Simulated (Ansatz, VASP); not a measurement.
# HfOs3: VASP beside Ansatz

Contents of INCAR:

```
  ALGO = Normal
  EDIFF = 1E-6
  ENCUT = 520
  GGA = PE
  ISIF = 2
  ISMEAR = -1
  LASPH = True
  LCHARG = False
  LREAL = False
  LWAVE = False
  NBANDS = 25
  NELM = 60
  PREC = Accurate
  SIGMA = 0.05
```

The input KPOINTS:

```
k-points
0
Gamma
  7 7 7
```

POSCAR

```
HfOs3
1.0
    4.0514937463      0.0000000000      0.0000000000
    0.0000000000      4.0514937463      0.0000000000
    0.0000000000      0.0000000000      4.0514937463
Os Hf
3 1
Direct
    0.0000000000      0.5000000000      0.5000000000
    0.5000000000      0.0000000000      0.5000000000
    0.5000000000      0.5000000000      0.0000000000
    0.0000000000      0.0000000000      0.0000000000
```

Contents of input.yaml:

```yaml
crystal:
  lattice:
    - [4.0514937463, 0.0, 0.0]
    - [0.0, 4.0514937463, 0.0]
    - [0.0, 0.0, 4.0514937463]
  atoms:
    - { symbol: Os, position: [0.0, 0.5, 0.5] }
    - { symbol: Os, position: [0.5, 0.0, 0.5] }
    - { symbol: Os, position: [0.5, 0.5, 0.0] }
    - { symbol: Hf, position: [0.0, 0.0, 0.0] }
hamiltonian:
  xc: pbe
  pseudopotentials: { kind: paw }
kpoints:
  mp_grid: { grid: [7, 7, 7] }
scf:
  occupations: { method: fermi_dirac, width: 0.05 }
output:
  forces: true
  stress: true
  eigenvalues: true
```

Alike in both runs: task single point; functional PBE; k mesh 7 × 7 × 7; occupations fermi-dirac, width 0.05 eV; no spin polarisation.

|  | VASP | Ansatz |
| --- | --- | --- |
| version | VASP 6.6.1 | Ansatz 0.2.0 |
| potentials or method | VASP PAW PBE potentials, release 64 (Os, Hf_pv) | Ansatz PAW |
| plane-wave cutoff (eV) | 520 | 420 |
| valence electrons in the cell | 34 | 74 |

|  | VASP | Ansatz | Ansatz less VASP |
| --- | --- | --- | --- |
| gap on the k mesh at the Fermi level (eV) | none | none | - |
| pressure (GPa) | -14.8 | -13.9 | +0.86 |

A gap of «none» marks a metal or a gap that the smearing closes. VASP's potentials hold 34 valence electrons a cell and Ansatz's 74, so a difference there can come from the potentials and not from the codes.

Neither program's run includes spin-orbit coupling.
